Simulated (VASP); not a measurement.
# C (P-1) in VASP: single point with PBE

Aim: the single point of C with PBE.

All numbers are computed with VASP 6.6.1; they aren't measurements. Logs are shortened: lines on timing, memory, paths and dates and some standing lists are left out, and cuts for length are marked.

### 1 The cell of the first run

The typed cell holds 12 atoms: a = 2.525 Å, b = 2.525 Å, c = 12.395 Å, α = 88.25°, β = 86.50°, γ = 60.00°.

### 2 Single point, PBE

Contents of INCAR:

```
PREC = Accurate
ENCUT = 520
EDIFF = 1E-6
ISMEAR = 0
SIGMA = 0.05
LREAL = F
LASPH = T
NELM = 60
ALGO = Normal
ISIF = 2
LWAVE = F
LCHARG = F
GGA = PE
NBANDS = 36
```

Contents of KPOINTS:

```
regular mesh
0
Gamma
  10 10 2
```

Contents of POSCAR:

```
C
1.0
    1.7857375322     -1.7857375322      0.0000000000
    1.7857375322      0.0000000000     -1.7857375322
    7.6786713885      6.6072288691      7.1429501288
C
12
Direct
    0.5854066667      0.6666666667      0.2708666667
   -0.0312600000      0.0000000000      0.1042000000
    0.2020733333      0.3333333333      0.4375333333
    0.4354066667      0.6666666667      0.7708666667
    0.8187400000      1.0000000000      0.6042000000
    0.0520733333      0.3333333333      0.9375333333
    0.5479066667      0.6666666667      0.3958666667
    0.9312400000      1.0000000000      0.2292000000
    0.1645733333      0.3333333333      0.5625333333
    0.3979066667      0.6666666667      0.8958666667
   -0.2187600000      0.0000000000      0.7292000000
    0.3145733333      0.3333333333      0.0625333333
```

Potentials or basis: VASP PAW PBE potentials, release 64 (C).

On the command line:

```sh
$ cat potpaw_PBE.64/C/POTCAR > POTCAR
$ mpirun -np 1 vasp_std > vasp.out
```

OUTCAR:

```text
PREC = Accurate
   ENCUT = 520
   EDIFF = 1E-6
   ISMEAR = 0
   LREAL = F
   LASPH = T
   NELM = 60
   ISIF = 2
   GGA = PE

 ion  position               nearest neighbor table
   1  0.585  0.667  0.271-   8 1.55   7 1.55   8 1.55   8 1.55
   2  0.969  0.000  0.104-  12 1.55   8 1.55  12 1.55  12 1.55
   3  0.202  0.333  0.438-   7 1.55   7 1.55   9 1.55   7 1.55
   4  0.435  0.667  0.771-  11 1.55  10 1.55  11 1.55  11 1.55
   5  0.819  0.000  0.604-   9 1.55  11 1.55   9 1.55   9 1.55
   6  0.052  0.333  0.938-  10 1.55  10 1.55  10 1.55  12 1.72
   7  0.548  0.667  0.396-   3 1.55   3 1.55   1 1.55   3 1.55
   8  0.931  0.000  0.229-   1 1.55   2 1.55   1 1.55   1 1.55
   9  0.165  0.333  0.563-   5 1.55   3 1.55   5 1.55   5 1.55
  10  0.398  0.667  0.896-   6 1.55   6 1.55   4 1.55   6 1.55
  11  0.781  0.000  0.729-   4 1.55   5 1.55   4 1.55   4 1.55
  12  0.315  0.333  0.063-   2 1.55   2 1.55   2 1.55   6 1.72

  LATTYP: Found a base centered monoclinic cell.
 ALAT       =     2.5254142369
 B/A-ratio  =     1.7320508076
 C/A-ratio  =     4.9081564767
 COS(beta)  =    -0.0611227457

  Lattice vectors:

 A1 = (   0.0000000000,   1.7857375322,  -1.7857375322)
 A2 = (  -1.7857375322,   0.0000000000,   1.7857375322)
 A3 = (   7.6786713885,   6.6072288691,   7.1429501288)

Analysis of symmetry for initial positions (statically):
=====================================================================
 Subroutine PRICEL returns:
 Original cell was already a primitive cell.

 Routine SETGRP: Setting up the symmetry group for a
 base centered monoclinic supercell.

 Subroutine GETGRP returns: Found  2 space group operations
 (whereof  1 operations were pure point group operations)
 out of a pool of  4 trial point group operations.

The static configuration has the point symmetry C_1 .
 The point group associated with its full space group is S_2 .

Analysis of symmetry for dynamics (positions and initial velocities):
=====================================================================
 Subroutine PRICEL returns:
 Original cell was already a primitive cell.

 Routine SETGRP: Setting up the symmetry group for a
 base centered monoclinic supercell.

 Subroutine GETGRP returns: Found  2 space group operations
 (whereof  1 operations were pure point group operations)
 out of a pool of  4 trial point group operations.

The dynamic configuration has the point symmetry C_1 .
 The point group associated with its full space group is S_2 .

 Subroutine INISYM returns: Found  2 space group operations
 (whereof  1 operations are pure point group operations),
 and found     1 'primitive' translations

----------------------------------------------------------------------------------------

                                     Primitive cell

  volume of cell :      68.3336

  direct lattice vectors                    reciprocal lattice vectors
     1.785737532 -1.785737532  0.000000000     0.172664419 -0.387328291  0.172664419
     1.785737532  0.000000000 -1.785737532     0.186664237  0.186664237 -0.373328473
     7.678671388  6.607228869  7.142950129     0.046666059  0.046666059  0.046666059

  length of vectors
     2.525414237  2.525414237 12.395128243     0.457874664  0.457232133  0.080827985

  position of ions in fractional coordinates (direct lattice)
     0.585406667  0.666666667  0.270866667
     0.968740000  1.000000000  0.104200000
     0.202073333  0.333333333  0.437533333
     0.435406667  0.666666667  0.770866667
     0.818740000  1.000000000  0.604200000
     0.052073333  0.333333333  0.937533333
     0.547906667  0.666666667  0.395866667
     0.931240000  1.000000000  0.229200000
     0.164573333  0.333333333  0.562533333
     0.397906667  0.666666667  0.895866667
     0.781240000  1.000000000  0.729200000
     0.314573333  0.333333333  0.062533333

  ion indices of the primitive-cell ions
   primitive index   ion index
                 1           1
                 2           2
                 3           3
                 4           4
                 5           5
                 6           6
                 7           7
                 8           8
                 9           9
                10          10
                11          11
                12          12

----------------------------------------------------------------------------------------

 KPOINTS: regular mesh

Automatic generation of k-mesh.
 Grid dimensions read from file:
 generate k-points for:   10   10    2

 Generating k-lattice:

  Cartesian coordinates                     Fractional coordinates (reciprocal lattice)
     0.017266442 -0.038732829  0.017266442     0.100000000  0.000000000  0.000000000
     0.018666424  0.018666424 -0.037332847     0.000000000  0.100000000  0.000000000
     0.023333030  0.023333030  0.023333030     0.000000000  0.000000000  0.500000000

  Length of vectors
     0.045787466  0.045723213  0.040413993

  Shift w.r.t. Gamma in fractional coordinates (k-lattice)
     0.000000000  0.000000000  0.000000000

 Subroutine IBZKPT returns following result:
 ===========================================

 Found    104 irreducible k-points:

 Following reciprocal coordinates:
            Coordinates               Weight
  0.000000  0.000000  0.000000      1.000000
  0.100000  0.000000  0.000000      2.000000
 -0.100000 -0.100000  0.000000      2.000000
  0.200000  0.000000  0.000000      2.000000
 -0.200000 -0.200000  0.000000      2.000000
  0.300000  0.000000  0.000000      2.000000
[... 16 lines left out ...]
  0.300000  0.400000  0.000000      2.000000
 -0.200000  0.100000 -0.000000      2.000000
 [... further k-points ...]
   k-points           NKPTS =    104   k-points in BZ     NKDIM =    104   number of bands    NBANDS=     36
   number of dos      NEDOS =    301   number of ions     NIONS =     12
   total plane-waves  NPLWV =  38400
   dimension x,y,z NGX =    20 NGY =   20 NGZ =   96
   dimension x,y,z NGXF=    40 NGYF=   40 NGZF=  192
   ions per type =              12
   NGX,Y,Z   is equivalent  to a cutoff of  13.17, 13.17, 12.88 a.u.
   NGXF,Y,Z  is equivalent  to a cutoff of  26.33, 26.33, 25.75 a.u.
 SYSTEM =  unknown system
   PREC   = accura    normal or accurate (medium, high low for compatibility)
   ISTART =      0    job   : 0-new  1-cont  2-samecut
   ICHARG =      2    charge: 1-file 2-atom 10-const
   ISPIN  =      1    spin polarized calculation?
   LNONCOLLINEAR =      F non collinear calculations
   LSORBIT =      F    spin-orbit coupling
   LASPH  =      T    aspherical Exc in radial PAW
   ENCUT  =  520.0 eV  38.22 Ry    6.18 a.u.   4.70  4.70 23.05*2*pi/ulx,y,z
   NELM   =     60;   NELMIN=  2; NELMDL= -5     # of ELM steps
   EDIFF  = 0.1E-05   stopping-criterion for ELM
   LREAL  =      F    real-space projection
   EDIFFG = 0.1E-04   stopping-criterion for IOM
   NSW    =      0    number of steps for IOM
   IBRION =     -1    ionic relax: 0-MD 1-quasi-New 2-CG
   NFREE  =      0    steps in history (QN), initial steepest desc. (CG)
   ISIF   =      2    stress and relaxation
   ISYM   =      2    0-nonsym 1-usesym 2-fastsym
   POTIM  = 0.5000    time-step for ionic-motion
   TEBEG  =    0.0;   TEEND  =   0.0 temperature during run
   PSTRESS=    0.0 pullay stress
   NELECT =      48.0000    total number of electrons
   NUPDOWN=      -1.0000    fix difference up-down
   EMIN   =  10.00;   EMAX   =-10.00  energy-range for DOS
   EFERMI =   0.00;   METHOD = LEGACY
   ISMEAR =     0;   SIGMA  =   0.05  broadening in eV -4-tet -1-fermi 0-gaus
   EFERMI_NEDOS =   21; number of points for ismear=-14 and -15
   IALGO  =     38    algorithm
   IMIX   =      4    mixing-type and parameters
     AMIX     =   0.40;   BMIX     =  1.00
     AMIX_MAG =   1.60;   BMIX_MAG =  1.00
  volume/ion in A,a.u.               =       5.69        38.43
  Fermi-wavevector in a.u.,A,eV,Ry     =   1.455271  2.750063 28.814604  2.117814
  Thomas-Fermi vector in A             =   2.572325
   LORBIT       =      0    0 simple, 1 ext, 2 COOP (PROOUT), +10 PAW based schemes
   GGA     = PE    functional components
   LHFCALC =     F    Hartree Fock is set to
   AEXX    =    0.0000 exact exchange contribution
   IVDW    =     0    specifies the selected vdW correction
   LEPSILON=     F    determine dielectric tensor
   LRPA    =     F    only Hartree local field effects (RPA)
 non-spin polarized calculation
 Gauss-broadening in eV      SIGMA  =   0.05
  energy-cutoff  :      520.00
  volume of cell :       68.33
 maximum number of plane-waves:      1860
   NGX =  9   NGY =  9   NGZ = 47

 number of electron      47.9999995 magnetization

 Free energy of the ion-electron system (eV)
  ---------------------------------------------------
  ext. energy  EPLUGINS =         0.00000000
  ---------------------------------------------------
  free energy    TOTEN  =      -106.93116646 eV

  energy without entropy =     -106.93116646  energy(sigma->0) =     -106.93116646

 E-fermi :  10.5079     XC(G=0): -13.2552

 val. band max:       10.2382670718   @ k =   0.0000   0.0000   0.0000
 cond. band min:      11.2675476190   @ k =   0.5000   0.0000   0.0000
 fundamental gap:      1.0292805473
 Fermi energy:        10.5078757620

 k-point     1 :       0.0000    0.0000    0.0000
  band No.  band energies     occupation
      1     -11.7377      2.00000
      2     -10.9722      2.00000
      3     -10.9674      2.00000
      4      -8.7576      2.00000
      5      -8.6902      2.00000
      6      -6.0035      2.00000
[... 28 lines left out ...]
     35      17.8074      0.00000
     36      17.8445      0.00000
[... 866 lines left out ...]
      6      -4.5317      2.00000
[... 28 lines left out ...]
     35      19.3789      0.00000
     36      20.0584      0.00000

 [... further k-points ...]

------------------------ aborting loop because EDIFF is reached ----------------------------------------

  FORCE on cell =-STRESS in cart. coord.  units (eV):
  Direction    XX          YY          ZZ          XY          YZ          ZX
  --------------------------------------------------------------------------------------
  -------------------------------------------------------------------------------------
  Total       -8.7972283      7.3079847      3.6108412      1.8912143      6.1290210     -3.0398423
  in kB     -206.2634704    171.3460465     84.6612823     44.3421973    143.7035727    -71.2734059
  external PRESSURE =      16.5812861 kB  Pullay stress =       0.0000000 kB

 VOLUME and BASIS-vectors are now :
 -----------------------------------------------------------------------------
  energy-cutoff  :      520.00
  volume of cell :       68.33
      direct lattice vectors                 reciprocal lattice vectors
     1.785737532 -1.785737532  0.000000000     0.172664419 -0.387328291  0.172664419
     1.785737532  0.000000000 -1.785737532     0.186664237  0.186664237 -0.373328473
     7.678671388  6.607228869  7.142950129     0.046666059  0.046666059  0.046666059

 POSITION                                       TOTAL-FORCE (eV/Angst)
 -----------------------------------------------------------------------------------
      4.31577      0.74430      0.74430         0.003593     -0.017922      0.000698
      2.53003     -1.04144      0.74430         0.032960     -0.007378      0.560924
      4.31577      2.53003      2.53003         0.004232     -0.006902     -0.002061
      7.88725      4.31577      4.31577         0.263372     -0.417948     -0.223507
      6.10151      2.53003      4.31577         0.033660     -0.041355     -0.012361
      7.88725      6.10151      6.10151         2.669029     -3.870492     -0.547519
      5.20864      1.63716      1.63716        -0.033660      0.041355      0.012361
      3.42290     -0.14857      1.63716        -0.263372      0.417948      0.223507
      5.20864      3.42290      3.42290        -0.004232      0.006902      0.002061
      8.78011      5.20864      5.20864        -0.032960      0.007378     -0.560924
      6.99438      3.42290      5.20864        -0.003593      0.017922     -0.000698
      1.63716     -0.14857     -0.14857        -2.669029      3.870492      0.547519
 -----------------------------------------------------------------------------------
    total drift:                               -0.000000     -0.000001     -0.000001

  FREE ENERGIE OF THE ION-ELECTRON SYSTEM (eV)
  ---------------------------------------------------
  free  energy   TOTEN  =      -106.9311664589 eV

  energy  without entropy=     -106.9311664589  energy(sigma->0) =     -106.93116646
```

Wall time 4.3 min (1 thread of AMD EPYC 7R43 (Zen 3), shared host); peak memory 0.25 GiB.

What came out:

| Property | Result |
| --- | --- |
| Free energy | -106.9312 eV |
| Pressure | 1.7 GPa |
| Largest force | 4.733 eV/Å |
| Band gap on the k mesh | 1.03 eV, indirect (least direct gap 2.65 eV) |

Forces on the atoms (eV/Å):
```
C    0.004 -0.018  0.001
C    0.033 -0.007  0.561
C    0.004 -0.007 -0.002
C    0.263 -0.418 -0.224
C    0.034 -0.041 -0.012
C    2.669 -3.870 -0.548
C   -0.034  0.041  0.012
C   -0.263  0.418  0.224
C   -0.004  0.007  0.002
C   -0.033  0.007 -0.561
C   -0.004  0.018 -0.001
C   -2.669  3.870  0.548
```

Stress tensor (GPa, compression positive):
```
-20.63   4.43  -7.13
  4.43  17.13  14.37
 -7.13  14.37   8.47
```

Levels at points of the mesh, in eV from the valence-band top:
```
           k point  band 22  band 23  band 24  band 25  band 26  band 27
(0.00, 0.00, 0.00)    -0.83    -0.67     0.00     4.63     5.18     5.30
(0.50, 0.00, 0.00)    -4.42    -3.52    -1.62     1.03     4.28     4.63
(0.50, 0.50, 0.00)    -4.42    -3.62    -3.26     3.89     4.26     4.74
(0.00, 0.50, 0.00)    -4.19    -3.64    -2.68     3.77     4.36     4.63
(0.00, 0.00, 0.50)    -0.81    -0.75    -0.72     4.96     5.04     5.41
(0.50, 0.00, 0.50)    -3.86    -3.64    -1.76     1.14     4.29     4.43
(0.50, 0.50, 0.50)    -4.11    -3.64    -3.62     4.01     4.32     4.35
(0.00, 0.50, 0.50)    -3.97    -3.56    -2.98     4.13     4.29     4.56
```

Caveat: forces of over 1 eV/Å act on the atoms, so gaps and moduli don't describe the material at rest. Expect the measured gap to be larger: semilocal functionals such as PBE lack the derivative discontinuity.
